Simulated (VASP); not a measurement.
**SiW6: single point with PBE+D3(BJ)**

System: SiW6, a slab with vacuum.

```
W Si
1.0
     4.46825    0.00000    0.00000
    -2.23413    3.86962    0.00000
     0.00000    0.00000   21.72591
W Si
6 1
Cartesian
  2.2341 1.2899 4.0000
  0.0000 2.5797 4.9121
  0.0000 0.0000 5.8242
  2.2341 1.2899 6.6718
  0.0000 2.5797 7.5323
  0.0000 0.0000 8.3259
  1.4894 0.8599 11.4259
```

```yaml
Program: VASP 6.6.1
Task: single point
Functional: PBE
Dispersion: D3(BJ)
Potentials_or_basis: VASP PAW PBE potentials, release 64 (W_sv, Si)
Cutoff: 520 eV
k_mesh: 6 × 6 × 1
Occupations: gaussian, width 0.1 eV
Spin: no spin polarisation
Dipole_correction: yes
Further_INCAR_settings: ALGO = Normal; EDIFF = 1e-06; NBANDS = 53
```

```
Largest force              : 2.053 eV/Å
Band gap on the k mesh     : zero (bands 44 and 45 overlap by 0.11 eV)
Dispersion energy per atom : -0.400 eV
```

Forces on the atoms (eV/Å):
```
W    0.006  0.004  2.053
W   -0.048 -0.028 -0.622
W    0.080  0.046 -1.863
W   -0.009 -0.005 -0.239
W   -0.086 -0.050  0.391
W    0.265  0.153  1.820
Si  -0.208 -0.120 -1.541
```

Levels at points of the mesh, in eV from the Fermi level:
| k point | band 42 | band 43 | band 44 | band 45 | band 46 | band 47 |
| --- | --- | --- | --- | --- | --- | --- |
| (0.00, 0.00, 0.00) | -1.08 | -1.00 | -0.46 | 0.69 | 1.36 | 1.50 |
| (0.50, 0.00, 0.00) | -0.72 | -0.36 | 0.04 | 0.17 | 0.28 | 0.80 |
| (0.00, 0.50, 0.00) | -0.69 | -0.16 | -0.10 | 0.18 | 0.30 | 0.69 |

Run time: 15 min on 1 thread of Intel Xeon 8259CL (shared host), peak memory 0.6 GiB.

Caveat: spin-orbit coupling is left out, which moves the levels of the heavy elements.
